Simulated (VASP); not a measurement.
Wanted: the native input for a VASP 6.6.1 run.

* Task: single point
* Functional: PBE exchange alone
* Potentials or basis: VASP PAW PBE potentials, release 64 (Hf_pv, O)
* Cutoff: 520 eV
* k mesh: 5 × 5 × 5
* Occupations: fermi-dirac, width 0.05 eV
* Spin: no spin polarisation
* Dipole correction: no
* Further INCAR settings: ALGO = Normal; EDIFF = 1e-07; NBANDS = 56

The structure of HfO2 lies in POSCAR:

```
HfO2
1.0
    5.1180000000      0.0000000000      0.0000000000
    0.0000000000      5.1857000000      0.0000000000
   -0.8586630598      0.0000000000      5.2138671406
Hf O
4 8
Direct
    0.2755000000      0.4603000000      0.7080000000
    0.7245000000      0.9603000000      0.7920000000
    0.7245000000      0.5397000000      0.2920000000
    0.2755000000      0.0397000000      0.2080000000
    0.0742000000      0.1684000000      0.8467000000
    0.9258000000      0.6684000000      0.6533000000
    0.9258000000      0.8316000000      0.1533000000
    0.0742000000      0.3316000000      0.3467000000
    0.4487000000      0.7419000000      0.9801000000
    0.5513000000      0.2419000000      0.5199000000
    0.5513000000      0.2581000000      0.0199000000
    0.4487000000      0.7581000000      0.4801000000
```

One way to write it, as run:

INCAR

```
SYSTEM = HfO2
AGGAC = 0.0
ALDAC = 0.0
ALGO = Normal
EDIFF = 1E-7
ENCUT = 520
GGA = PE
ISIF = 2
ISMEAR = -1
LASPH = .TRUE.
LCHARG = .TRUE.
LELF = .TRUE.
LREAL = .FALSE.
LVHAR = .TRUE.
LWAVE = .FALSE.
NBANDS = 56
NELM = 100
PREC = Accurate
SIGMA = 0.05
```

KPOINTS

```
k-points
0
G
  5 5 5
  0 0 0
```

Potentials or basis: VASP PAW PBE potentials, release 64 (Hf_pv, O).

Run with:

```console
$ cat potpaw_PBE.64/Hf_pv/POTCAR potpaw_PBE.64/O/POTCAR > POTCAR
$ mpirun -np 1 vasp_std > vasp.out
```

Results of the run:

```json
{
  "Pressure": "23.1 GPa",
  "Largest force": "0.592 eV/Å",
  "Band gap on the k mesh": "4.27 eV, indirect (least direct gap 4.33 eV)"
}
```

Caveat: spin-orbit coupling is left out, which moves the levels of the heavy elements.

Run time: 5.3 min on 1 thread of Intel(R) Xeon(R) Platinum 8259CL CPU @ 2.50GHz (Skylake/Cascade Lake), on a shared host, peak memory 0.38 GiB.
